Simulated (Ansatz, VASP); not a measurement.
One calculation of TaN, two programs

```
Ta N
1.0
    -3.10359    0.00000    0.00000
    -1.55179   -2.68779    0.00000
    -2.32769   -1.79186   12.02010
Ta N
4 4
Direct
  0.95057 0.72092 0.91863
  0.15891 0.05425 0.41863
  0.59641 0.55425 0.16863
  0.38807 0.22092 0.66863
  0.29943 0.27908 0.08137
  0.09109 0.94575 0.58137
  0.52859 0.44575 0.33137
  0.32026 0.11242 0.83137
```

Alike in both runs: task single point; functional LDA; k mesh 14 × 14 × 4; occupations gaussian, width 0.15 eV; no spin polarisation.

```csv
,VASP,Ansatz
version,VASP 6.6.1,Ansatz 0.2.0
potentials or method,"VASP PAW LDA potentials, release 64 (Ta_pv, N), cutoff 520 eV","scalar-relativistic, plane waves, PAW"
valence electrons in the cell,64,72
```

Ansatz gave:

- gap on the k mesh at the Fermi level (eV): none
- pressure (GPa): -3.9
- traceless stress, the component that is largest in VASP (GPa): 1.89
- rms of the force components (eV/Å): 0.610

**Question.** What did VASP give for the same quantities?

**Answer.** gap on the k mesh at the Fermi level (eV): none; pressure (GPa): -2.5; traceless stress, the component that is largest in VASP (GPa): 1.86; rms of the force components (eV/Å): 0.622.

LDA's correlation is that of Perdew and Zunger in VASP and of Perdew and Wang (1992) in Ansatz. Atom by atom the forces differ by 0.020 eV/Å (rms over components). A gap of «none» marks a metal or a gap that the smearing closes. VASP's potentials hold 64 valence electrons a cell and Ansatz's 72, so a difference there can come from the potentials and not from the codes.

Neither program's run includes spin-orbit coupling.
